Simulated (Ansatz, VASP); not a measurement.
**Two plane-wave programs on BN**

```xyz
2
Lattice="0.0000 1.7835 1.7835 1.7835 0.0000 1.7835 1.7835 1.7835 0.0000" Properties=species:S:1:pos:R:3 pbc="T T T"
B     0.0000    0.0000    0.0000
N     0.8918    0.8918    0.8918
```

Alike in both runs: task single point; functional PBE; k mesh 12 × 12 × 12; no spin polarisation.

|  | VASP | Ansatz |
| --- | --- | --- |
| version | VASP 6.6.1 | Ansatz 0.2.0 |
| potentials or method | VASP PAW PBE potentials, release 64 (B, N) | scalar-relativistic, plane waves, PAW |
| plane-wave cutoff (eV) | 600 | 420 |
| occupations | gaussian, width 0.01 eV | fixed |
| valence electrons in the cell | 8 | 8 |

|  | VASP | Ansatz | Ansatz less VASP |
| --- | --- | --- | --- |
| pressure (GPa) | 19.6 | 19.5 | -0.11 |
